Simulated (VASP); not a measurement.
MgPb2Se3:

```
Mg Pb Se
1.0
     3.24622   -5.45173    0.00000
     3.24622    5.45173    0.00000
     0.00000    0.00000    5.03706
Mg Pb Se
1 2 3
Cartesian
  0.0000 0.0000 0.0000
  1.6231 -2.7259 2.5185
  1.6231 2.7259 2.5185
  3.2462 -1.7565 0.0000
  3.2462 1.7565 0.0000
  3.2462 0.0000 2.5185
```

* Program: VASP 6.6.1
* Task: relaxation of cell and atoms
* Functional: PBEsol
* Potentials or basis: VASP PAW PBE potentials, release 64 (Mg, Pb_d, Se)
* Cutoff: 600 eV
* k mesh: 4 × 4 × 4
* Occupations: fermi-dirac, width 0.03 eV
* Spin: no spin polarisation

At the start: pressure -3.2 GPa; volume 29.71 Å³/atom.

**Question.** Where does the relaxation end?

**Answer.** Over 42 steps the energy falls by 376.3 meV/atom and the volume is 30.81 Å³/atom (+3.7 %); space group Cmmm (No. 65, to 0.1 Å) before and after.

The path:
```csv
step,energy change (eV),largest force (eV/Å),pressure (GPa),volume (Å³)
1,0.0000,0.0180,-3.23,178.29
3,-0.1722,0.0175,0.21,163.91
5,-0.2650,0.3819,0.53,162.55
7,0.7599,2.7870,10.59,148.50
9,-0.3616,0.9825,2.44,157.97
11,-0.3911,1.0892,2.29,159.01
13,-0.4024,1.6808,2.29,162.92
15,-0.6143,1.6279,0.96,171.07
17,-0.6186,1.5225,0.75,173.45
19,-1.0061,1.1367,-0.80,177.08
21,-1.2981,1.1052,-2.32,183.83
23,-1.6046,0.3751,2.56,167.44
25,-1.9485,0.3247,4.09,167.56
27,-2.1872,0.4334,-0.45,183.07
29,-2.2007,0.3495,-0.39,183.38
31,-2.2091,0.3984,-0.62,190.59
33,-2.2478,0.0592,-0.21,185.58
35,-2.2568,0.0723,-0.01,184.68
37,-2.2575,0.0142,0.00,184.77
39,-2.2575,0.0120,-0.03,185.00
41,-2.2575,0.0131,-0.02,184.86
42,-2.2575,0.0042,0.00,184.84
```

Final structure:
```
Mg Pb Se
1.0
     3.66726   -5.26822    0.00000
     3.66726    5.26822    0.00000
     0.00000    0.00000    4.78362
Mg Pb Se
1 2 3
Direct
  0.00000 0.00000 0.00000
  0.50000 0.00000 0.50000
  0.00000 0.50000 0.50000
  0.77317 0.22683 0.00000
  0.22683 0.77317 0.00000
  0.50000 0.50000 0.50000
```

Caveat: the PAW data sets were made with another functional, which shifts forces and pressure a little.
